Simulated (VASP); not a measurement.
A run of VASP 6.6.1:

POSCAR

```
GaP
1.0
    0.0000000000      2.7529841000      2.7529841000
    2.7529841000      0.0000000000      2.7529841000
    2.7529841000      2.7529841000      0.0000000000
Ga P
1 1
Direct
    0.0000000000      0.0000000000      0.0000000000
    0.7500000000      0.7500000000      0.7500000000
```

File INCAR.step1:

```
PREC = Accurate
ENCUT = 500
EDIFF = 1E-8
ISMEAR = 0
SIGMA = 0.01
LREAL = False
LASPH = True
NELM = 100
ALGO = Normal
LWAVE = True
LCHARG = False
GGA = PE
```

File INCAR.step2:

```
PREC = Accurate
ENCUT = 500
EDIFF = 1E-8
ISMEAR = 0
SIGMA = 0.01
LREAL = False
LASPH = True
NELM = 1
ALGO = Exact
LWAVE = True
LCHARG = False
GGA = PE
NBANDS = 183
LOPTICS = True
ISTART = 1
```

INCAR.step3

```
PREC = Accurate
ENCUT = 500
EDIFF = 1E-8
ISMEAR = 0
SIGMA = 0.01
LREAL = False
LASPH = True
ALGO = EVGW0
LWAVE = False
LCHARG = False
GGA = PE
NELMGW = 1
NBANDS = 183
ENCUTGW = 150.0
NOMEGA = 96
PRECFOCK = Fast
ISTART = 1
NBANDSGW = 17
OMEGAMAX = 20
```

KPOINTS

```
Automatic mesh
0
Gamma
  4 4 4
```

Potentials or basis: VASP PAW PBE potentials, release 64 (Ga_d_GW, P_GW).

Launch:

```sh
$ cat potpaw_PBE.64/Ga_d_GW/POTCAR potpaw_PBE.64/P_GW/POTCAR > POTCAR
$ cp INCAR.step1 INCAR
$ mpirun -np 1 vasp_std > vasp.out
$ cp INCAR.step2 INCAR
$ mpirun -np 1 vasp_std > vasp.out
$ cp INCAR.step3 INCAR
$ mpirun -np 1 vasp_std > vasp.out
```

Hardware: 1 thread of AMD EPYC 7R43 64-Core Processor (Zen 3) (shared host).

Question: How long does it take, and how much memory?

Answer: Run time: 4.3 min on 1 thread of AMD EPYC 7R43 64-Core Processor (Zen 3), with other jobs on the host, peak memory 0.45 GiB. Counts: k points 8.
